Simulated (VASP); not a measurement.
Cl: single point with PBE

The system is Cl.

```xyz
2
Lattice="-2.3690 2.3690 1.4502 2.3690 -2.3690 1.4502 2.3690 2.3690 -1.4502" Properties=species:S:1:pos:R:3 pbc="T T T"
Cl    0.0000   -1.1845   -0.3626
Cl    0.0000    1.1845    0.3626
```

```json
{
 "Program": "VASP 6.6.1",
 "Task": "single point",
 "Functional": "PBE",
 "Potentials or basis": "VASP PAW PBE potentials, release 64 (Cl)",
 "Cutoff": "520 eV",
 "k mesh": "16 × 16 × 16",
 "Occupations": "fermi-dirac, width 0.08 eV",
 "Spin": "no spin polarisation"
}
```

```json
{
  "Pressure": "28.5 GPa",
  "Band gap on the k mesh": "zero (bands 7 and 8 overlap by 3.34 eV)"
}
```

Stress tensor (GPa, compression positive):
```
28.42  0.00  0.00
 0.00 28.42  0.00
 0.00  0.00 28.69
```

Levels at points of the mesh, in eV from the Fermi level:
| k point | band 4 | band 5 | band 6 | band 7 | band 8 | band 9 | band 10 | band 11 |
| --- | --- | --- | --- | --- | --- | --- | --- | --- |
| (0.00, 0.00, 0.00) | -5.78 | -0.80 | -0.68 | 0.60 | 0.60 | 4.85 | 9.74 | 10.73 |
| (0.50, 0.00, 0.00) | -5.84 | -4.91 | -2.15 | -0.91 | -0.33 | 8.18 | 8.48 | 10.83 |
| (0.50, 0.50, 0.00) | -3.77 | -3.08 | -3.08 | -0.32 | -0.32 | 8.75 | 8.75 | 12.02 |
| (0.50, 0.50, 0.50) | -8.08 | -1.20 | -1.20 | 2.05 | 2.05 | 10.43 | 10.43 | 14.74 |

Run time: 79 s on 1 thread of AMD EPYC 9R45 96-Core Processor (Zen 5), with other jobs on the host, peak memory 0.21 GiB.

Caveat: the cell stands under pressure.
